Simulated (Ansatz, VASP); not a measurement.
**Au: VASP beside Ansatz**

```xyz
4
Lattice="4.6236 0.0000 0.0000 -2.3118 4.0042 0.0000 0.0000 0.0000 5.2595" Properties=species:S:1:pos:R:3 pbc="T T T"
Au    0.0000    0.0000    1.3149
Au    0.0000    0.0000    3.9446
Au    0.0000    2.6694    3.9446
Au    2.3118    1.3347    1.3149
```

Alike in both runs: functional PBE; k mesh 12 × 12 × 8; occupations gaussian, width 0.1 eV; no spin polarisation.

Ansatz relaxed the structure, and its values are those at the end. VASP's run is a single point on that final structure, the one shown.

```csv
,VASP,Ansatz
version,VASP 6.6.1,Ansatz 0.2.0
potentials or method,"VASP PAW PBE potentials, release 64 (Au), cutoff 520 eV","scalar-relativistic, plane waves, PAW"
valence electrons in the cell,44,76
```

```csv
,VASP,Ansatz,Ansatz less VASP
gap on the k mesh at the Fermi level (eV),none,none,-
pressure (GPa),-0.2,0.0,+0.16
```

A gap of «none» marks a metal or a gap that the smearing closes. With one functional, cell and mesh, what is left measures potentials, basis and numerics. VASP's potentials hold 44 valence electrons a cell and Ansatz's 76, so a difference there can come from the potentials and not from the codes.

Neither program's run includes spin-orbit coupling.
